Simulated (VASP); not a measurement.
# O2 in VASP: single point with PBEsol

Aim: the single point of O2 with PBEsol.

Everything below comes from runs of VASP 6.6.1. Logs are shortened: lines on timing, memory, paths and dates and some standing lists are left out, and cuts for length are marked.

**1. The cell of the first run**

The cell holds a molecule in a box, 2 atoms: a = 9.000 Å, b = 9.500 Å, c = 10.000 Å, α = 90.00°, β = 90.00°, γ = 90.00°.

**2. Single point, PBEsol, collinear spin, ferromagnetic start**

File INCAR:

```
SYSTEM = O
PREC = Accurate ; ENCUT = 520
EDIFF = 1E-7 ; ISMEAR = 1
SIGMA = 0.05 ; LREAL = .FALSE.
LASPH = .TRUE. ; NELM = 150
ALGO = Normal ; ISIF = 2
LWAVE = .FALSE. ; LCHARG = .FALSE.
ISPIN = 2 ; MAGMOM = 1 1
LORBIT = 11 ; GGA = PS
NBANDS = 17
```

File KPOINTS:

```
regular mesh
0
G
  1 1 1
  0 0 0
```

File POSCAR:

```
O
1.0
    9.0000000000      0.0000000000      0.0000000000
    0.0000000000      9.5000000000      0.0000000000
    0.0000000000      0.0000000000     10.0000000000
O
2
Direct
    0.5000000000      0.5000000000      0.4395011910
    0.5000000000      0.5000000000      0.5604988090
```

Potentials or basis: VASP PAW PBE potentials, release 64 (O).

Started as:

```console
cat potpaw_PBE.64/O/POTCAR > POTCAR
mpirun -np 1 vasp_gam > vasp.out
```

OUTCAR:

```text
SYSTEM = O
   PREC = Accurate
   ENCUT = 520
   EDIFF = 1E-7
   ISMEAR = 1
   LREAL = .FALSE.
   LASPH = .TRUE.
   NELM = 150
   ISIF = 2
   ISPIN = 2
   LORBIT = 11
   GGA = PS

 ion  position               nearest neighbor table
   1  0.500  0.500  0.440-   2 1.21
   2  0.500  0.500  0.560-   1 1.21

  LATTYP: Found a simple orthorhombic cell.
 ALAT       =     9.0000000000
 B/A-ratio  =     1.0555555556
 C/A-ratio  =     1.1111111111

  Lattice vectors:

 A1 = (   9.0000000000,   0.0000000000,   0.0000000000)
 A2 = (   0.0000000000,   9.5000000000,   0.0000000000)
 A3 = (   0.0000000000,   0.0000000000,  10.0000000000)

Analysis of symmetry for initial positions (statically):
=====================================================================
 Subroutine PRICEL returns:
 Original cell was already a primitive cell.

 Routine SETGRP: Setting up the symmetry group for a
 simple orthorhombic supercell.

 Subroutine GETGRP returns: Found  8 space group operations
 (whereof  8 operations were pure point group operations)
 out of a pool of  8 trial point group operations.

The static configuration has the point symmetry D_2h.

Analysis of symmetry for dynamics (positions and initial velocities):
=====================================================================
 Subroutine PRICEL returns:
 Original cell was already a primitive cell.

 Routine SETGRP: Setting up the symmetry group for a
 simple orthorhombic supercell.

 Subroutine GETGRP returns: Found  8 space group operations
 (whereof  8 operations were pure point group operations)
 out of a pool of  8 trial point group operations.

The dynamic configuration has the point symmetry D_2h.

Analysis of structural, dynamic, and magnetic symmetry:
=====================================================================
 Subroutine PRICEL returns:
 Original cell was already a primitive cell.

 Routine SETGRP: Setting up the symmetry group for a
 simple orthorhombic supercell.

 Subroutine GETGRP returns: Found  8 space group operations
 (whereof  8 operations were pure point group operations)
 out of a pool of  8 trial point group operations.

The overall configuration has the point symmetry D_2h.

 Subroutine INISYM returns: Found  8 space group operations
 (whereof  8 operations are pure point group operations),
 and found     1 'primitive' translations

----------------------------------------------------------------------------------------

                                     Primitive cell

  volume of cell :     855.0000

  direct lattice vectors                    reciprocal lattice vectors
     9.000000000  0.000000000  0.000000000     0.111111111  0.000000000  0.000000000
     0.000000000  9.500000000  0.000000000     0.000000000  0.105263158  0.000000000
     0.000000000  0.000000000 10.000000000     0.000000000  0.000000000  0.100000000

  length of vectors
     9.000000000  9.500000000 10.000000000     0.111111111  0.105263158  0.100000000

  position of ions in fractional coordinates (direct lattice)
     0.500000000  0.500000000  0.439501191
     0.500000000  0.500000000  0.560498809

  ion indices of the primitive-cell ions
   primitive index   ion index
                 1           1
                 2           2

----------------------------------------------------------------------------------------

 KPOINTS: regular mesh

Automatic generation of k-mesh.
 Grid dimensions read from file:
 generate k-points for:    1    1    1

 Generating k-lattice:

  Cartesian coordinates                     Fractional coordinates (reciprocal lattice)
     0.111111111  0.000000000  0.000000000     1.000000000  0.000000000  0.000000000
     0.000000000  0.105263158  0.000000000     0.000000000  1.000000000  0.000000000
     0.000000000  0.000000000  0.100000000     0.000000000  0.000000000  1.000000000

  Length of vectors
     0.111111111  0.105263158  0.100000000

  Shift w.r.t. Gamma in fractional coordinates (k-lattice)
     0.000000000  0.000000000  0.000000000

 Subroutine IBZKPT returns following result:
 ===========================================

 Found      1 irreducible k-points:

 Following reciprocal coordinates:
            Coordinates               Weight
  0.000000  0.000000  0.000000      1.000000
   k-points           NKPTS =      1   k-points in BZ     NKDIM =      1   number of bands    NBANDS=     17
   number of dos      NEDOS =    301   number of ions     NIONS =      2
   total plane-waves  NPLWV = 403200
   dimension x,y,z NGX =    70 NGY =   72 NGZ =   80
   dimension x,y,z NGXF=   140 NGYF=  144 NGZF=  160
   ions per type =               2
   NGX,Y,Z   is equivalent  to a cutoff of  12.93, 12.60, 13.30 a.u.
   NGXF,Y,Z  is equivalent  to a cutoff of  25.86, 25.20, 26.60 a.u.
 SYSTEM =  O
   PREC   = accura    normal or accurate (medium, high low for compatibility)
   ISTART =      0    job   : 0-new  1-cont  2-samecut
   ICHARG =      2    charge: 1-file 2-atom 10-const
   ISPIN  =      2    spin polarized calculation?
   LNONCOLLINEAR =      F non collinear calculations
   LSORBIT =      F    spin-orbit coupling
   LASPH  =      T    aspherical Exc in radial PAW
   ENCUT  =  520.0 eV  38.22 Ry    6.18 a.u.  16.73 17.66 18.59*2*pi/ulx,y,z
   NELM   =    150;   NELMIN=  2; NELMDL= -5     # of ELM steps
   EDIFF  = 0.1E-06   stopping-criterion for ELM
   LREAL  =      F    real-space projection
   EDIFFG = 0.1E-05   stopping-criterion for IOM
   NSW    =      0    number of steps for IOM
   IBRION =     -1    ionic relax: 0-MD 1-quasi-New 2-CG
   NFREE  =      0    steps in history (QN), initial steepest desc. (CG)
   ISIF   =      2    stress and relaxation
   ISYM   =      2    0-nonsym 1-usesym 2-fastsym
   POTIM  = 0.5000    time-step for ionic-motion
   TEBEG  =    0.0;   TEEND  =   0.0 temperature during run
   PSTRESS=    0.0 pullay stress
   NELECT =      12.0000    total number of electrons
   NUPDOWN=      -1.0000    fix difference up-down
   EMIN   =  10.00;   EMAX   =-10.00  energy-range for DOS
   EFERMI =   0.00;   METHOD = LEGACY
   ISMEAR =     1;   SIGMA  =   0.05  broadening in eV -4-tet -1-fermi 0-gaus
   EFERMI_NEDOS =   21; number of points for ismear=-14 and -15
   IALGO  =     38    algorithm
   IMIX   =      4    mixing-type and parameters
     AMIX     =   0.40;   BMIX     =  1.00
     AMIX_MAG =   1.60;   BMIX_MAG =  1.00
  volume/ion in A,a.u.               =     427.50      2884.91
  Fermi-wavevector in a.u.,A,eV,Ry     =   0.394893  0.746240  2.121703  0.155941
  Thomas-Fermi vector in A             =   1.339966
   LORBIT       =     11    0 simple, 1 ext, 2 COOP (PROOUT), +10 PAW based schemes
   GGA     = PS    functional components
   LHFCALC =     F    Hartree Fock is set to
   AEXX    =    0.0000 exact exchange contribution
   IVDW    =     0    specifies the selected vdW correction
   LEPSILON=     F    determine dielectric tensor
   LRPA    =     F    only Hartree local field effects (RPA)
 spin polarized calculation
 Methfessel and Paxton  Order N= 1 SIGMA  =   0.05
  energy-cutoff  :      520.00
  volume of cell :      855.00
 maximum number of plane-waves:     11510
 NGX is ok and might be reduce to    70
   NGX = 33   NGY = 35   NGZ = 37

 number of electron      12.0000002 magnetization       2.0000001

 Free energy of the ion-electron system (eV)
  ---------------------------------------------------
  ext. energy  EPLUGINS =         0.00000000
  ---------------------------------------------------
  free energy    TOTEN  =       -10.26318074 eV

  energy without entropy =      -10.26607969  energy(sigma->0) =      -10.26414705

 E-fermi :  -6.5817     XC(G=0):  -0.6283

 val. band max:       -6.6237333843   @ k =   0.0000   0.0000   0.0000
 cond. band min:      -4.3603618864   @ k =   0.0000   0.0000   0.0000
 fundamental gap:      2.2633714979
 Fermi energy:        -6.5816520372

 spin component 1

 k-point     1 :       0.0000    0.0000    0.0000
  band No.  band energies     occupation
      1     -32.8643      1.00000
      2     -20.2079      1.00000
      3     -13.3767      1.00000
      4     -13.3767      1.00000
      5     -13.3619      1.00000
      6      -6.6238      1.00006
[... 9 lines left out ...]
     16       2.8014      0.00000
     17       2.8897      0.00000
 Fermi energy:        -6.5816520372

 spin component 2

 k-point     1 :       0.0000    0.0000    0.0000
  band No.  band energies     occupation
      1     -31.6163      1.00000
      2     -18.4275      1.00000
      3     -12.3312      1.00000
      4     -11.5398      1.00000
      5     -11.5396      1.00000
      6      -4.3604      0.00000
[... 9 lines left out ...]
     16       2.9703      0.00000
     17       2.9780      0.00000

------------------------ aborting loop because EDIFF is reached ----------------------------------------

  FORCE on cell =-STRESS in cart. coord.  units (eV):
  Direction    XX          YY          ZZ          XY          YZ          ZX
  --------------------------------------------------------------------------------------
  -------------------------------------------------------------------------------------
  Total       -0.0728642     -0.0726590      1.5944266     -0.0000000      0.0000000      0.0000000
  in kB       -0.1365396     -0.1361552      2.9877827     -0.0000000      0.0000000      0.0000000
  external PRESSURE =       0.9050293 kB  Pullay stress =       0.0000000 kB

 VOLUME and BASIS-vectors are now :
 -----------------------------------------------------------------------------
  energy-cutoff  :      520.00
  volume of cell :      855.00
      direct lattice vectors                 reciprocal lattice vectors
     9.000000000  0.000000000  0.000000000     0.111111111  0.000000000  0.000000000
     0.000000000  9.500000000  0.000000000     0.000000000  0.105263158  0.000000000
     0.000000000  0.000000000 10.000000000     0.000000000  0.000000000  0.100000000

 POSITION                                       TOTAL-FORCE (eV/Angst)
 -----------------------------------------------------------------------------------
      4.50000      4.75000      4.39501         0.000000      0.000000     -1.384299
      4.50000      4.75000      5.60499         0.000000      0.000000      1.384299
 -----------------------------------------------------------------------------------
    total drift:                                0.000000      0.000000      0.000000

  FREE ENERGIE OF THE ION-ELECTRON SYSTEM (eV)
  ---------------------------------------------------
  free  energy   TOTEN  =       -10.2631807356 eV

  energy  without entropy=      -10.2660796890  energy(sigma->0) =      -10.26414705

 total charge

# of ion       s       p       d       tot
------------------------------------------
    1        1.609   3.308   0.000   4.917
    2        1.609   3.308   0.000   4.917
--------------------------------------------------
tot          3.218   6.615   0.000   9.833

 magnetization (x)

# of ion       s       p       d       tot
------------------------------------------
    1        0.009   0.797   0.000   0.806
    2        0.009   0.797   0.000   0.806
--------------------------------------------------
tot          0.018   1.594   0.000   1.612
```

Run time: 1.9 min. Hardware: 1 thread of AMD EPYC 7R43 (Zen 3), shared host; peak memory 1 GiB.

What came out:

```yaml
Free_energy: -10.2632 eV
Largest_force: 1.384 eV/Å
Gap_between_the_frontier_levels: 2.26 eV
Net_moment: 2.00 μB per cell
Site_moments: O +0.81 μB
Valence_electrons_inside_the_program's_atomic_spheres: O 4.92
```

Forces on the atoms (eV/Å):
```
O    0.000  0.000 -1.384
O    0.000  0.000  1.384
```

Caveat: the standard files for N, O and F lose accuracy on very short bonds; the PAW data sets were made with another functional, which shifts forces and pressure a little.
